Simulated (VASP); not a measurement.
Wanted: the native input for a VASP 6.6.1 run.

- Task: single point
- Functional: PBE
- Potentials or basis: VASP PAW PBE potentials, release 64 (C, O)
- Cutoff: 520 eV
- k mesh: 6 × 3 × 1
- Occupations: gaussian, width 0.1 eV
- Spin: no spin polarisation
- Dipole correction: yes
- Further INCAR settings: ALGO = Normal; EDIFF = 1e-07; NBANDS = 42

The structure of C13O lies in POSCAR:

```
C13O
1.0
    4.9326910638      0.0000000000      0.0000000000
    0.0000000000      8.5222964206      0.0000000000
    0.0000000000      0.0000000000     22.9416054000
C O
13 1
Direct
    0.0000000000      0.0000000000      0.1743557144
    0.5000000000      0.0000000000      0.1743557144
    0.2500000000      0.0000000000      0.2053898385
    0.7500000000      0.0000000000      0.2053898385
    0.2500000000      0.0000000000      0.2674580867
    0.7500000000      0.0000000000      0.2674580867
    0.0000000000      0.0000000000      0.2977124358
    0.5000000000      0.0000000000      0.2977124358
    0.0000000000      0.0000000000      0.3626190224
    0.5000000000      0.0000000000      0.3626190224
    0.2500000000      0.0000000000      0.3897549994
    0.7500000000      0.0000000000      0.3897549994
    0.1250000000      0.9091207391      0.4385745995
    0.1250000000      1.0908792609      0.4385745995
```

The input as run:

INCAR

```
PREC = Accurate ; ENCUT = 520
EDIFF = 1E-7 ; ISMEAR = 0
SIGMA = 0.1 ; LREAL = False
LASPH = True ; NELM = 80
ALGO = Normal ; ISIF = 2
LWAVE = False ; LCHARG = False
LDIPOL = True ; IDIPOL = 3
DIPOL = 0.5 0.5 0.305 ; GGA = PE
NBANDS = 42
```

KPOINTS

```
Automatic mesh
0
Gamma
  6 3 1
```

Potentials or basis: VASP PAW PBE potentials, release 64 (C, O).

The run is started by

```sh
$ cat potpaw_PBE.64/C/POTCAR potpaw_PBE.64/O/POTCAR > POTCAR
$ mpirun -np 1 vasp_std > vasp.out
```

Results of the run:

* Largest force: 7.266 eV/Å
* Band gap on the k mesh: 0.03 eV

Caveat: the smearing spreads over this small gap.

Wall time 10 min on 1 thread of Intel(R) Xeon(R) 6975P-C (Granite Rapids) (shared host), peak memory 1.1 GiB.
